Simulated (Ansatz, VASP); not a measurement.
Os: VASP beside Ansatz

```
CELL_PARAMETERS angstrom
2.71752 0.00000 0.00000
-1.35876 2.35345 0.00000
0.00000 0.00000 4.28446
ATOMIC_POSITIONS crystal
Os 0.33333 0.66667 0.25000
Os 0.66667 0.33333 0.75000
```

Alike in both runs: task single point; functional LDA; k mesh 3 × 3 × 2; occupations fermi-dirac, width 0.1 eV; no spin polarisation.

|  | VASP | Ansatz |
| --- | --- | --- |
| version | VASP 6.6.1 | Ansatz 0.2.0 |
| potentials or method | VASP PAW LDA potentials, release 64 (Os), cutoff 520 eV | plane waves (420 eV) with PAW, scalar-relativistic |
| valence electrons in the cell | 16 | 32 |

Ansatz gave:

```
pressure (GPa)                                                : 10.9
traceless stress, the component that is largest in VASP (GPa) : -33.49
```

Task: Estimate VASP's values.

Result: Pressure (GPa): 11.8; traceless stress, the component that is largest in VASP (GPa): -33.38.

Ansatz warns that its potentials were made for another functional, while VASP's fit it. LDA's correlation is that of Perdew and Zunger in VASP and of Perdew and Wang (1992) in Ansatz. VASP's potentials hold 16 valence electrons a cell and Ansatz's 32, so a difference there can come from the potentials and not from the codes.

The k mesh is coarse, so the values compare programs but aren't converged. Neither program's run includes spin-orbit coupling.
